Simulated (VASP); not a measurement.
# PbSe (base) (Fm-3m) in VASP: further runs

Runs on PbSe (base). Level: PBE+D3(BJ). Tasks: single point, relaxation of cell and atoms.

Program: VASP 6.6.1. These are calculated values, not measurements. Logs are shortened: lines on timing, memory, paths and dates and some standing lists are left out, and cuts for length are marked.

### 1 The cell of the first run

The structure is cubic, space group Fm-3m (No. 225). The conventional cell has a = 6.182 Å, b = 6.182 Å, c = 6.182 Å, α = 90.00°, β = 90.00°, γ = 90.00°. Pb (site symmetry m-3m) has 6 Se at 3.09 Å within 4.1 Å. Within 4.1 Å of Se (site symmetry m-3m) lie 6 Pb at 3.09 Å.

### 2 Single point, PBE+D3(BJ)

INCAR

```
SYSTEM = PbSe
PREC = Accurate ; ENCUT = 500
EDIFF = 1E-6 ; ISMEAR = 0
SIGMA = 0.1 ; LREAL = .FALSE.
LASPH = .TRUE. ; NELM = 120
ALGO = Normal ; ISIF = 2
LWAVE = .FALSE. ; LCHARG = .TRUE.
GGA = PE ; IVDW = 12
LELF = .TRUE. ; LVHAR = .TRUE.
NBANDS = 17 ; GGA_COMPAT = .FALSE.
```

KPOINTS

```
regular mesh
0
G
  6 6 6
  0 0 0
```

POSCAR

```
PbSe
1.0
    0.0000000000      3.0908235400      3.0908235400
    3.0908235400      0.0000000000      3.0908235400
    3.0908235400      3.0908235400      0.0000000000
Pb Se
1 1
Direct
    0.0000000000      0.0000000000      0.0000000000
    0.5000000000      0.5000000000      0.5000000000
```

Potentials or basis: VASP PAW PBE potentials, release 64 (Pb_d, Se).

On the command line:

```
cat potpaw_PBE.64/Pb_d/POTCAR potpaw_PBE.64/Se/POTCAR > POTCAR
mpirun -np 1 vasp_std > vasp.out
```

OUTCAR:

```text
SYSTEM = PbSe
   PREC = Accurate
   ENCUT = 500
   EDIFF = 1E-6
   ISMEAR = 0
   LREAL = .FALSE.
   LASPH = .TRUE.
   NELM = 120
   ISIF = 2
   GGA = PE
   IVDW = 12
 IVDW          = 12

 ion  position               nearest neighbor table
   1  0.000  0.000  0.000-   2 3.09   2 3.09   2 3.09   2 3.09   2 3.09   2 3.09
   2  0.500  0.500  0.500-   1 3.09   1 3.09   1 3.09   1 3.09   1 3.09   1 3.09

  LATTYP: Found a face centered cubic cell.
 ALAT       =     6.1816470800

  Lattice vectors:

 A1 = (   0.0000000000,   3.0908235400,   3.0908235400)
 A2 = (   3.0908235400,   0.0000000000,   3.0908235400)
 A3 = (   3.0908235400,   3.0908235400,   0.0000000000)

Analysis of symmetry for initial positions (statically):
=====================================================================
 Subroutine PRICEL returns:
 Original cell was already a primitive cell.

 Routine SETGRP: Setting up the symmetry group for a
 face centered cubic supercell.

 Subroutine GETGRP returns: Found 48 space group operations
 (whereof 48 operations were pure point group operations)
 out of a pool of 48 trial point group operations.

The static configuration has the point symmetry O_h .

Analysis of symmetry for dynamics (positions and initial velocities):
=====================================================================
 Subroutine PRICEL returns:
 Original cell was already a primitive cell.

 Routine SETGRP: Setting up the symmetry group for a
 face centered cubic supercell.

 Subroutine GETGRP returns: Found 48 space group operations
 (whereof 48 operations were pure point group operations)
 out of a pool of 48 trial point group operations.

The dynamic configuration has the point symmetry O_h .

 Subroutine INISYM returns: Found 48 space group operations
 (whereof 48 operations are pure point group operations),
 and found     1 'primitive' translations

----------------------------------------------------------------------------------------

                                     Primitive cell

  volume of cell :      59.0545

  direct lattice vectors                    reciprocal lattice vectors
     0.000000000  3.090823540  3.090823540    -0.161769183  0.161769183  0.161769183
     3.090823540  0.000000000  3.090823540     0.161769183 -0.161769183  0.161769183
     3.090823540  3.090823540  0.000000000     0.161769183  0.161769183 -0.161769183

  length of vectors
     4.371084569  4.371084569  4.371084569     0.280192445  0.280192445  0.280192445

  position of ions in fractional coordinates (direct lattice)
     0.000000000  0.000000000  0.000000000
     0.500000000  0.500000000  0.500000000

  ion indices of the primitive-cell ions
   primitive index   ion index
                 1           1
                 2           2

----------------------------------------------------------------------------------------

 KPOINTS: regular mesh

Automatic generation of k-mesh.
 Grid dimensions read from file:
 generate k-points for:    6    6    6

 Generating k-lattice:

  Cartesian coordinates                     Fractional coordinates (reciprocal lattice)
    -0.026961531  0.026961531  0.026961531     0.166666667  0.000000000  0.000000000
     0.026961531 -0.026961531  0.026961531     0.000000000  0.166666667  0.000000000
     0.026961531  0.026961531 -0.026961531     0.000000000  0.000000000  0.166666667

  Length of vectors
     0.046698741  0.046698741  0.046698741

  Shift w.r.t. Gamma in fractional coordinates (k-lattice)
     0.000000000  0.000000000  0.000000000

 Subroutine IBZKPT returns following result:
 ===========================================

 Found     16 irreducible k-points:

 Following reciprocal coordinates:
            Coordinates               Weight
  0.000000  0.000000  0.000000      1.000000
  0.166667  0.000000  0.000000      8.000000
  0.333333  0.000000  0.000000      8.000000
  0.500000  0.000000  0.000000      4.000000
  0.166667  0.166667  0.000000      6.000000
  0.333333  0.166667  0.000000     24.000000
[... 8 lines left out ...]
 -0.333333  0.333333  0.166667     24.000000
 -0.333333  0.500000  0.166667     12.000000
   k-points           NKPTS =     16   k-points in BZ     NKDIM =     16   number of bands    NBANDS=     17
   number of dos      NEDOS =    301   number of ions     NIONS =      2
   total plane-waves  NPLWV =  32768
   dimension x,y,z NGX =    32 NGY =   32 NGZ =   32
   dimension x,y,z NGXF=    64 NGYF=   64 NGZF=   64
   ions per type =               1   1
   NGX,Y,Z   is equivalent  to a cutoff of  12.17, 12.17, 12.17 a.u.
   NGXF,Y,Z  is equivalent  to a cutoff of  24.34, 24.34, 24.34 a.u.
 SYSTEM =  PbSe
   PREC   = accura    normal or accurate (medium, high low for compatibility)
   ISTART =      0    job   : 0-new  1-cont  2-samecut
   ICHARG =      2    charge: 1-file 2-atom 10-const
   ISPIN  =      1    spin polarized calculation?
   LNONCOLLINEAR =      F non collinear calculations
   LSORBIT =      F    spin-orbit coupling
   LASPH  =      T    aspherical Exc in radial PAW
   ENCUT  =  500.0 eV  36.75 Ry    6.06 a.u.   7.97  7.97  7.97*2*pi/ulx,y,z
   NELM   =    120;   NELMIN=  2; NELMDL= -5     # of ELM steps
   EDIFF  = 0.1E-05   stopping-criterion for ELM
   LREAL  =      F    real-space projection
   EDIFFG = 0.1E-04   stopping-criterion for IOM
   NSW    =      0    number of steps for IOM
   IBRION =     -1    ionic relax: 0-MD 1-quasi-New 2-CG
   NFREE  =      0    steps in history (QN), initial steepest desc. (CG)
   ISIF   =      2    stress and relaxation
   ISYM   =      2    0-nonsym 1-usesym 2-fastsym
   POTIM  = 0.5000    time-step for ionic-motion
   TEBEG  =    0.0;   TEEND  =   0.0 temperature during run
   PSTRESS=    0.0 pullay stress
   NELECT =      20.0000    total number of electrons
   NUPDOWN=      -1.0000    fix difference up-down
   EMIN   =  10.00;   EMAX   =-10.00  energy-range for DOS
   EFERMI =   0.00;   METHOD = LEGACY
   ISMEAR =     0;   SIGMA  =   0.10  broadening in eV -4-tet -1-fermi 0-gaus
   EFERMI_NEDOS =   21; number of points for ismear=-14 and -15
   IALGO  =     38    algorithm
   IMIX   =      4    mixing-type and parameters
     AMIX     =   0.40;   BMIX     =  1.00
     AMIX_MAG =   1.60;   BMIX_MAG =  1.00
  volume/ion in A,a.u.               =      29.53       199.26
  Fermi-wavevector in a.u.,A,eV,Ry     =   1.141127  2.156417 17.717107  1.302171
  Thomas-Fermi vector in A             =   2.277828
   LORBIT       =      0    0 simple, 1 ext, 2 COOP (PROOUT), +10 PAW based schemes
   GGA     = PE    functional components
   LHFCALC =     F    Hartree Fock is set to
   AEXX    =    0.0000 exact exchange contribution
   IVDW    =    12    specifies the selected vdW correction
   LEPSILON=     F    determine dielectric tensor
   LRPA    =     F    only Hartree local field effects (RPA)
 non-spin polarized calculation
 Gauss-broadening in eV      SIGMA  =   0.10
  energy-cutoff  :      500.00
  volume of cell :       59.05
 maximum number of plane-waves:      1524
   NGX = 15   NGY = 15   NGZ = 15

 number of electron      19.9999993 magnetization

 Free energy of the ion-electron system (eV)
  ---------------------------------------------------
  ext. energy  EPLUGINS =         0.00000000
  ---------------------------------------------------
  free energy    TOTEN  =        -8.19846732 eV

  energy without entropy =       -8.19841778  energy(sigma->0) =       -8.19844255

 E-fermi :   4.8784     XC(G=0):  -9.3960

 val. band max:        4.6849140193   @ k =   0.5000   0.0000   0.0000
 cond. band min:       5.0717990992   @ k =   0.5000   0.0000   0.0000
 fundamental gap:      0.3868850799
 Fermi energy:         4.8783565576

 k-point     1 :       0.0000    0.0000    0.0000
  band No.  band energies     occupation
      1     -12.0815      2.00000
      2     -12.0815      2.00000
      3     -12.0815      2.00000
      4     -12.0762      2.00000
      5     -12.0762      2.00000
      6      -8.6421      2.00000
[... 9 lines left out ...]
     16      11.2881      0.00000
     17      12.9403      0.00000

 k-point     2 :       0.1667    0.0000    0.0000
  band No.  band energies     occupation
      1     -12.0829      2.00000
      2     -12.0829      2.00000
      3     -12.0806      2.00000
      4     -12.0729      2.00000
      5     -12.0729      2.00000
      6      -8.4461      2.00000
[... 9 lines left out ...]
     16      11.8512      0.00000
     17      14.5166      0.00000

 k-point     3 :       0.3333    0.0000    0.0000
  band No.  band energies     occupation
      1     -12.0931      2.00000
      2     -12.0931      2.00000
      3     -12.0791      2.00000
      4     -12.0586      2.00000
      5     -12.0586      2.00000
      6      -7.9639      2.00000
[... 9 lines left out ...]
     16      13.2805      0.00000
     17      16.3713      0.00000

 k-point     4 :       0.5000    0.0000    0.0000
  band No.  band energies     occupation
      1     -12.0984      2.00000
      2     -12.0984      2.00000
      3     -12.0784      2.00000
      4     -12.0513      2.00000
      5     -12.0513      2.00000
      6      -7.6452      2.00000
[... 9 lines left out ...]
     16      14.8799      0.00000
     17      14.8799      0.00000

 k-point     5 :       0.1667    0.1667    0.0000
  band No.  band energies     occupation
      1     -12.0928      2.00000
      2     -12.0855      2.00000
      3     -12.0721      2.00000
      4     -12.0721      2.00000
      5     -12.0720      2.00000
      6      -8.3770      2.00000
[... 9 lines left out ...]
     16      12.8450      0.00000
     17      13.5634      0.00000

 k-point     6 :       0.3333    0.1667    0.0000
  band No.  band energies     occupation
      1     -12.1109      2.00000
      2     -12.0843      2.00000
      3     -12.0786      2.00000
      4     -12.0634      2.00000
      5     -12.0564      2.00000
      6      -7.9806      2.00000
[... 9 lines left out ...]
     16      14.1614      0.00000
     17      15.4692      0.00000

 k-point     7 :       0.5000    0.1667    0.0000
  band No.  band energies     occupation
      1     -12.1172      2.00000
      2     -12.0878      2.00000
      3     -12.0764      2.00000
      4     -12.0592      2.00000
      5     -12.0498      2.00000
      6      -7.5711      2.00000
[... 9 lines left out ...]
     16      15.1108      0.00000
     17      15.4128      0.00000

 k-point     8 :      -0.3333    0.1667    0.0000
  band No.  band energies     occupation
      1     -12.1065      2.00000
      2     -12.0915      2.00000
      3     -12.0741      2.00000
      4     -12.0585      2.00000
      5     -12.0579      2.00000
      6      -7.6801      2.00000
[... 9 lines left out ...]
     16      14.3701      0.00000
     17      15.6981      0.00000

 k-point     9 :      -0.1667    0.1667    0.0000
  band No.  band energies     occupation
      1     -12.0896      2.00000
      2     -12.0876      2.00000
      3     -12.0791      2.00000
      4     -12.0710      2.00000
      5     -12.0623      2.00000
      6      -8.1467      2.00000
[... 9 lines left out ...]
     16      13.5918      0.00000
     17      14.2432      0.00000

 k-point    10 :       0.3333    0.3333    0.0000
  band No.  band energies     occupation
      1     -12.1480      2.00000
      2     -12.0934      2.00000
      3     -12.0636      2.00000
      4     -12.0522      2.00000
      5     -12.0522      2.00000
      6      -7.7215      2.00000
[... 9 lines left out ...]
     16      14.9439      0.00000
     17      15.8385      0.00000

 k-point    11 :       0.5000    0.3333    0.0000
  band No.  band energies     occupation
      1     -12.1617      2.00000
      2     -12.0897      2.00000
      3     -12.0678      2.00000
      4     -12.0494      2.00000
      5     -12.0456      2.00000
      6      -7.4082      2.00000
[... 9 lines left out ...]
     16      15.8915      0.00000
     17      16.5268      0.00000

 k-point    12 :      -0.3333    0.3333    0.0000
  band No.  band energies     occupation
      1     -12.1400      2.00000
      2     -12.0792      2.00000
      3     -12.0747      2.00000
      4     -12.0594      2.00000
      5     -12.0511      2.00000
      6      -7.3819      2.00000
[... 9 lines left out ...]
     16      14.1175      0.00000
     17      16.1532      0.00000

 k-point    13 :       0.5000    0.5000    0.0000
  band No.  band energies     occupation
      1     -12.1849      2.00000
      2     -12.0974      2.00000
      3     -12.0594      2.00000
      4     -12.0419      2.00000
      5     -12.0419      2.00000
      6      -7.3178      2.00000
[... 9 lines left out ...]
     16      16.1362      0.00000
     17      17.3179      0.00000

 k-point    14 :       0.5000    0.3333    0.1667
  band No.  band energies     occupation
      1     -12.1315      2.00000
      2     -12.0817      2.00000
      3     -12.0791      2.00000
      4     -12.0561      2.00000
      5     -12.0526      2.00000
      6      -7.6027      2.00000
[... 9 lines left out ...]
     16      14.9395      0.00000
     17      15.2321      0.00000

 k-point    15 :      -0.3333    0.3333    0.1667
  band No.  band energies     occupation
      1     -12.1391      2.00000
      2     -12.0822      2.00000
      3     -12.0694      2.00000
      4     -12.0669      2.00000
      5     -12.0468      2.00000
      6      -7.3818      2.00000
[... 9 lines left out ...]
     16      16.0688      0.00000
     17      16.0961      0.00000

 k-point    16 :      -0.3333    0.5000    0.1667
  band No.  band energies     occupation
      1     -12.1628      2.00000
      2     -12.0841      2.00000
      3     -12.0709      2.00000
      4     -12.0563      2.00000
      5     -12.0419      2.00000
      6      -7.2957      2.00000
[... 9 lines left out ...]
     16      16.2487      0.00000
     17      17.3363      0.00000

------------------------ aborting loop because EDIFF is reached ----------------------------------------

 Edisp (eV)   -0.71473

 E8    (eV) :    -0.3336

  FORCE on cell =-STRESS in cart. coord.  units (eV):
  Direction    XX          YY          ZZ          XY          YZ          ZX
  --------------------------------------------------------------------------------------
  -------------------------------------------------------------------------------------
  Total      -0.43903    -0.43903    -0.43903    -0.00000     0.00000    -0.00000
  in kB     -11.91098   -11.91098   -11.91098    -0.00000     0.00000    -0.00000
  external pressure =      -11.91 kB  Pullay stress =        0.00 kB

 VOLUME and BASIS-vectors are now :
 -----------------------------------------------------------------------------
  energy-cutoff  :      500.00
  volume of cell :       59.05
      direct lattice vectors                 reciprocal lattice vectors
     0.000000000  3.090823540  3.090823540    -0.161769183  0.161769183  0.161769183
     3.090823540  0.000000000  3.090823540     0.161769183 -0.161769183  0.161769183
     3.090823540  3.090823540  0.000000000     0.161769183  0.161769183 -0.161769183

 POSITION                                       TOTAL-FORCE (eV/Angst)
 -----------------------------------------------------------------------------------
      0.00000      0.00000      0.00000         0.000000     -0.000000     -0.000000
      3.09082      3.09082      3.09082         0.000000      0.000000      0.000000
 -----------------------------------------------------------------------------------
    total drift:                                0.000000     -0.000000     -0.000000

  FREE ENERGIE OF THE ION-ELECTRON SYSTEM (eV)
  ---------------------------------------------------
  free  energy   TOTEN  =        -8.9132011845 eV

  energy  without entropy=       -8.9131516474  energy(sigma->0) =       -8.91317642
```

Wall time 10 s (1 thread of Intel Xeon Platinum 8559C (Emerald Rapids), shared host); peak memory 0.18 GiB.

What came out:

```yaml
Free_energy: -8.9132 eV
Pressure: -1.2 GPa
Band_gap_on_the_k_mesh: 0.39 eV, direct
Dispersion_energy_per_atom: -0.357 eV
```

Caveat: spin-orbit coupling is left out, which moves the levels of the heavy elements. A k mesh can miss the band edges.

### 3 Single point, PBE+D3(BJ)

This run uses another cell than the first one, of 28.85 Å³/atom, 0.977 times its volume.

INCAR

```
PREC = Accurate ; ENCUT = 500
EDIFF = 1E-6 ; ISMEAR = 0
SIGMA = 0.02 ; LREAL = False
LASPH = True ; NELM = 120
ALGO = Normal ; ISIF = 2
LWAVE = False ; LCHARG = True
GGA = PE ; IVDW = 12
LELF = True ; LVHAR = True
NBANDS = 17 ; GGA_COMPAT = False
```

KPOINTS

```
Automatic mesh
0
Gamma
  10 10 10
```

POSCAR

```
PbSe
1.0
    0.0000000000      3.0670825470      3.0670825470
    3.0670825470      0.0000000000      3.0670825470
    3.0670825470      3.0670825470      0.0000000000
Pb Se
1 1
Direct
    0.0000000000      0.0000000000      0.0000000000
    0.5000000000      0.5000000000      0.5000000000
```

Potentials or basis: VASP PAW PBE potentials, release 64 (Pb_d, Se).

On the command line:

```
cat potpaw_PBE.64/Pb_d/POTCAR potpaw_PBE.64/Se/POTCAR > POTCAR
mpirun -np 1 vasp_std > vasp.out
```

It took 19 s on 1 thread of Intel Xeon Platinum 8559C (Emerald Rapids), shared host; peak memory 0.2 GiB.

Results (log left out):

| Quantity | Value |
| --- | --- |
| Free energy | -8.9146 eV |
| Pressure | 0.0 GPa |
| Band gap on the k mesh | 0.31 eV, direct |
| Dispersion energy per atom | -0.366 eV |

Levels at points of the mesh, in eV from the valence-band top:
```csv
k point,band 6,band 7,band 8,band 9,band 10,band 11,band 12,band 13,band 14,band 15
"(0.00, 0.00, 0.00)",-13.54,-6.31,-1.85,-1.85,-1.85,4.70,4.70,4.70,6.53,6.53
"(0.50, 0.00, 0.00)",-12.48,-8.76,-1.44,-1.44,0.00,0.31,1.72,1.72,8.55,10.16
"(0.50, 0.50, 0.00)",-12.12,-7.37,-4.93,-3.19,-3.19,3.73,5.59,5.59,6.03,11.28
```

Caveat: spin-orbit coupling is left out, which moves the levels of the heavy elements. A k mesh can miss the band edges.

(Part 1 of 2 ends here.)
